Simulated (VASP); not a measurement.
**GaP: single point with PBE0**

Crystal: GaP.

```
Ga P
1.0
    -5.45162    5.45162   -5.45162
     5.45162    5.45162    5.45162
     5.45162   -5.45162   -5.45162
Ga P
16 16
Cartesian
  0.0000 0.0000 0.0000
  5.4516 -2.7258 -2.7258
  5.4516 0.0000 0.0000
  5.4516 2.7258 2.7258
  2.7258 -2.7258 -5.4516
  2.7258 0.0000 -2.7258
  2.7258 2.7258 0.0000
  2.7258 5.4516 2.7258
  0.0000 0.0000 -5.4516
  0.0000 2.7258 -2.7258
  0.0000 5.4516 0.0000
  5.4516 2.7258 -2.7258
  -2.7258 2.7258 -5.4516
  -2.7258 5.4516 -2.7258
  2.7258 2.7258 -5.4516
  2.7258 5.4516 -2.7258
  4.0887 -4.0887 -4.0887
  4.0887 -1.3629 -1.3629
  4.0887 1.3629 1.3629
  4.0887 4.0887 4.0887
  1.3629 -1.3629 -4.0887
  1.3629 1.3629 -1.3629
  1.3629 4.0887 1.3629
  6.8145 1.3629 -1.3629
  -1.3629 1.3629 -4.0887
  -1.3629 4.0887 -1.3629
  4.0887 1.3629 -4.0887
  4.0887 4.0887 -1.3629
  -4.0887 4.0887 -4.0887
  1.3629 1.3629 -6.8145
  1.3629 4.0887 -4.0887
  1.3629 6.8145 -1.3629
```

| Property | Result |
| --- | --- |
| Program | VASP 6.6.1 |
| Task | single point |
| Functional | PBE0 |
| Potentials or basis | VASP PAW PBE potentials, release 64 (Ga_d, P) |
| Cutoff | 400 eV |
| k mesh | 1 × 1 × 1, shifted |
| Occupations | fermi-dirac, width 0.01 eV |
| Spin | no spin polarisation |

```json
{
 "Pressure": "0.2 GPa",
 "Band gap on the k mesh": "4.55 eV"
}
```

Levels at points of the mesh, in eV from the valence-band top:
| k point | band 140 | band 141 | band 142 | band 143 | band 144 | band 145 | band 146 | band 147 | band 148 | band 149 |
| --- | --- | --- | --- | --- | --- | --- | --- | --- | --- | --- |
| (0.25, 0.25, 0.25) | 0.00 | 0.00 | 0.00 | 0.00 | 0.00 | 4.55 | 4.55 | 4.55 | 4.55 | 4.72 |

Wall time 50 min on 1 thread of Intel Xeon 8259CL, with other jobs on the host, peak memory 0.68 GiB.

Caveat: the k points lie up to 0.81 Å⁻¹ apart; the PAW data sets were made with another functional, which shifts forces and pressure a little; a shifted mesh leaves out Γ, where band edges can lie. A k mesh can miss the band edges.
